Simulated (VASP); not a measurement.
Wanted: the native input for a VASP 6.6.1 run.

```yaml
Task: single point
Functional: PBE0
Potentials_or_basis: VASP PAW PBE potentials, release 64 (Zn, S)
Cutoff: 520 eV
k_mesh: 6 × 6 × 6
Occupations: fermi-dirac, width 0.05 eV
Spin: no spin polarisation
Dipole_correction: no
Grid_for_exact_exchange_PRECFOCK: Normal
Further_INCAR_settings: ALGO = Normal; EDIFF = 1e-06; NBANDS = 16
Share_of_exact_exchange: 0.25
```

ZnS:

```
CELL_PARAMETERS angstrom
0.00000 2.70200 2.70200
2.70200 0.00000 2.70200
2.70200 2.70200 0.00000
ATOMIC_POSITIONS crystal
Zn 0.75000 0.75000 0.75000
S 0.00000 0.00000 0.00000
```

One way to write it, as run:

POSCAR

```
ZnS
1.0
    0.0000000000      2.7020000000      2.7020000000
    2.7020000000      0.0000000000      2.7020000000
    2.7020000000      2.7020000000      0.0000000000
Zn S
1 1
Direct
    0.7500000000      0.7500000000      0.7500000000
    0.0000000000      0.0000000000      0.0000000000
```

INCAR.step1

```
PREC = Accurate ; ENCUT = 520
EDIFF = 1E-5 ; ISMEAR = -1
SIGMA = 0.05 ; LREAL = False
LASPH = True ; NELM = 80
ALGO = Normal ; ISIF = 2
LWAVE = True ; LCHARG = False
GGA = PE ; NBANDS = 16
```

INCAR.step2

```
PREC = Accurate ; ENCUT = 520
EDIFF = 1E-6 ; ISMEAR = -1
SIGMA = 0.05 ; LREAL = False
LASPH = True ; NELM = 80
ALGO = Normal ; ISIF = 2
LWAVE = False ; LCHARG = False
GGA = PE ; LHFCALC = True
AEXX = 0.25 ; PRECFOCK = Normal
ISTART = 1 ; NBANDS = 16
```

KPOINTS

```
regular mesh
0
Gamma
  6 6 6
```

Potentials or basis: VASP PAW PBE potentials, release 64 (Zn, S).

Run with:

```sh
$ cat potpaw_PBE.64/Zn/POTCAR potpaw_PBE.64/S/POTCAR > POTCAR
$ cp INCAR.step1 INCAR
$ mpirun -np 1 vasp_std > vasp.out
$ cp INCAR.step2 INCAR
$ mpirun -np 1 vasp_std > vasp.out
```

Results of the run:

| Property | Result |
| --- | --- |
| Pressure | 0.6 GPa |
| Band gap on the k mesh | 4.01 eV |

Caveat: the PAW data sets were made with another functional, which shifts forces and pressure a little.

It took 49 min on 1 thread of Intel(R) Xeon(R) Platinum 8259CL CPU @ 2.50GHz (Skylake/Cascade Lake), on a shared host, peak memory 0.17 GiB.
